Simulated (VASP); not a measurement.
Input of a VASP 6.6.1 run:

File POSCAR:

```
LiCl
1.0
    4.0986288315      0.0000000000      0.0000000000
   -2.0493144158      3.5495166887      0.0000000000
    0.0000000000      0.0000000000      6.2244572281
Li Cl
2 2
Direct
    0.3333333333      0.6666666667     -0.0078656557
    0.6666666667      0.3333333333      0.4921343443
    0.3333333333      0.6666666667      0.3828656557
    0.6666666667      0.3333333333      0.8828656557
```

The input INCAR.step1:

```
SYSTEM = LiCl
PREC     = Accurate       ! precision mode
ENCUT    = 520            ! plane-wave cutoff, eV
EDIFF    = 1E-5           ! SCF threshold, eV
ISMEAR   = 0              ! smearing method
SIGMA    = 0.01           ! smearing width, eV
LREAL    = .FALSE.        ! projectors in reciprocal space
LASPH    = .TRUE.         ! aspherical terms in the spheres
NELM     = 60             ! most SCF steps
ALGO     = Normal         ! electronic algorithm
ISIF     = 2              ! what is computed and relaxed
LWAVE    = .TRUE.         ! write WAVECAR
LCHARG   = .FALSE.        ! write CHGCAR
NBANDS   = 18             ! bands
GGA      = PE             ! functional
KPAR     = 4
```

INCAR.step2

```
SYSTEM = LiCl
PREC     = Accurate       ! precision mode
ENCUT    = 520            ! plane-wave cutoff, eV
EDIFF    = 1E-7           ! SCF threshold, eV
ISMEAR   = 0              ! smearing method
SIGMA    = 0.01           ! smearing width, eV
LREAL    = .FALSE.        ! projectors in reciprocal space
LASPH    = .TRUE.         ! aspherical terms in the spheres
NELM     = 60             ! most SCF steps
ALGO     = Normal         ! electronic algorithm
ISIF     = 2              ! what is computed and relaxed
LWAVE    = .FALSE.        ! write WAVECAR
LCHARG   = .FALSE.        ! write CHGCAR
GGA      = PE             ! functional
LHFCALC  = .TRUE.         ! exact exchange
HFSCREEN = 0.2079         ! screening, 1/A
PRECFOCK = Normal       
NBANDS   = 18             ! bands
ISTART   = 1            
KPAR     = 4
```

KPOINTS

```
Automatic mesh
0
G
  6 6 4
  0 0 0
```

Potentials or basis: VASP PAW PBE potentials, release 64 (Li_sv, Cl).

Command:

```sh
$ cat potpaw_PBE.64/Li_sv/POTCAR potpaw_PBE.64/Cl/POTCAR > POTCAR
$ cp INCAR.step1 INCAR
$ mpirun -np 4 vasp_std > vasp.out
$ cp INCAR.step2 INCAR
$ mpirun -np 4 vasp_std > vasp.out
```

(1) Predict the band gap on the k mesh.

(2) Estimate the largest force.

Results:

(1) 6.89 eV.

(2) 0.007 eV/Å.

Caveat: the cell differs from its parent crystal (biaxial xy strain +5.2%); the structure was generated, so it needn't be the stable form of LiCl; the PAW data sets were made with another functional, which shifts forces and pressure a little.
